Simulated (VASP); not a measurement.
The system is GaSb.

```
Ga Sb
1.0
     0.00000    3.05900    3.05900
     3.05900    0.00000    3.05900
     3.05900    3.05900    0.00000
Ga Sb
1 1
Direct
  0.00000 0.00000 0.00000
  0.25000 0.25000 0.25000
```

- Program: VASP 6.6.1
- Task: relaxation of cell and atoms
- Functional: PBE
- Potentials or basis: VASP PAW PBE potentials, release 64 (Ga_d, Sb)
- Cutoff: 600 eV
- k mesh: 6 × 6 × 6
- Occupations: fermi-dirac, width 0.02 eV
- Spin: no spin polarisation

At the start: pressure 2.4 GPa; volume 28.62 Å³/atom.

How do energy, volume and symmetry change on relaxing?

Over 5 steps the energy falls by 10.9 meV/atom and the volume is 30.07 Å³/atom (+5.1 %); space group F-43m (No. 216, to 0.1 Å) before and after.

The path:
```csv
step,energy change (eV),largest force (eV/Å),pressure (GPa),volume (Å³)
1,0.0000,0.0000,2.43,57.25
2,-0.0205,0.0000,-0.52,60.92
3,-0.0218,0.0000,-0.04,60.20
4,-0.0218,0.0000,0.06,60.14
5,-0.0218,0.0000,0.02,60.14
```

Final structure:
```
Ga Sb
1.0
     0.00000    3.10968    3.10968
     3.10968    0.00000    3.10968
     3.10968    3.10968    0.00000
Ga Sb
1 1
Direct
  0.00000 0.00000 0.00000
  0.25000 0.25000 0.25000
```
